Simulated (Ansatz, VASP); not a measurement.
## Two plane-wave programs on W

The input INCAR:

```
  PREC = Accurate
  ENCUT = 520
  EDIFF = 1E-6
  ISMEAR = 0
  SIGMA = 0.15
  LREAL = False
  LASPH = True
  NELM = 60
  ALGO = Normal
  ISIF = 2
  LWAVE = False
  LCHARG = True
  GGA = PS
  LELF = True
  LVHAR = True
  NBANDS = 13
```

KPOINTS

```
Automatic mesh
0
Gamma
  20 20 20
```

POSCAR

```
W
1.0
   -1.5573675000      1.5573675000      1.5973000000
    1.5573675000     -1.5573675000      1.5973000000
    1.5573675000      1.5573675000     -1.5973000000
W
1
Direct
    0.0000000000      0.0000000000      0.0000000000
```

Input for Ansatz:

```yaml
crystal:
  lattice:
    - [-1.5573675, 1.5573675, 1.5973]
    - [1.5573675, -1.5573675, 1.5973]
    - [1.5573675, 1.5573675, -1.5973]
  atoms:
    - { symbol: W, position: [0.0, 0.0, 0.0] }
basis:
  ecutwfc: 420
kpoints:
  mp_grid: { grid: [20, 20, 20] }
hamiltonian:
  xc: pbesol
scf:
  occupations: { method: gaussian, width: 0.15 }
output:
  forces: true
  stress: true
  eigenvalues: true
```

Change from the starting cell: strain -0.025 along x and y, +0.000 along z, atoms carried along.

Alike in both runs: task single point; functional PBEsol; k mesh 20 × 20 × 20; occupations gaussian, width 0.15 eV; no spin polarisation.

|  | VASP | Ansatz |
| --- | --- | --- |
| version | VASP 6.6.1 | Ansatz 0.2.0 |
| potentials or method | VASP PAW PBE potentials, release 64 (W_sv), cutoff 520 eV | scalar-relativistic, plane waves, PAW |
| valence electrons in the cell | 14 | 14 |

```tsv
	VASP	Ansatz	Ansatz less VASP
gap on the k mesh at the Fermi level (eV)	none	none	-
pressure (GPa)	4.9	4.2	-0.72
traceless stress, the component that is largest in VASP (GPa)	-6.06	-6.05	+0.010
```

VASP's potentials were made for PBE, not for PBEsol. A gap of «none» marks a metal or a gap that the smearing closes.

Spin-orbit coupling is off throughout.
